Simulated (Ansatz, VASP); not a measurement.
Two plane-wave programs on MgO

```xyz
2
Lattice="0.0000 2.1434 2.1434 2.1434 0.0000 2.1434 2.1434 2.1434 0.0000" Properties=species:S:1:pos:R:3 pbc="T T T"
Mg    0.0000    0.0000    0.0000
O     2.1434    2.1434    2.1434
```

Alike in both runs: task single point; functional r2SCAN; k mesh 10 × 10 × 10; occupations gaussian, width 0.02 eV; no spin polarisation.

```csv
,VASP,Ansatz
version,VASP 6.6.1,Ansatz 0.2.0
potentials or method,"VASP PAW PBE potentials, release 64 (Mg, O), cutoff 660 eV","scalar-relativistic, plane waves, PAW"
valence electrons in the cell,8,16
```

```csv
,VASP,Ansatz,Ansatz less VASP
gap on the k mesh at the Fermi level (eV),5.09,5.11,+0.021
least direct gap on the mesh (eV),5.09,5.11,+0.021
pressure (GPa),-10.0,-8.6,+1.37
```

VASP's potentials were made for PBE, not for r2SCAN. The functional is the same, so the differences come from potentials, cutoffs and numerics. VASP's potentials hold 8 valence electrons a cell and Ansatz's 16, so a difference there can come from the potentials and not from the codes.
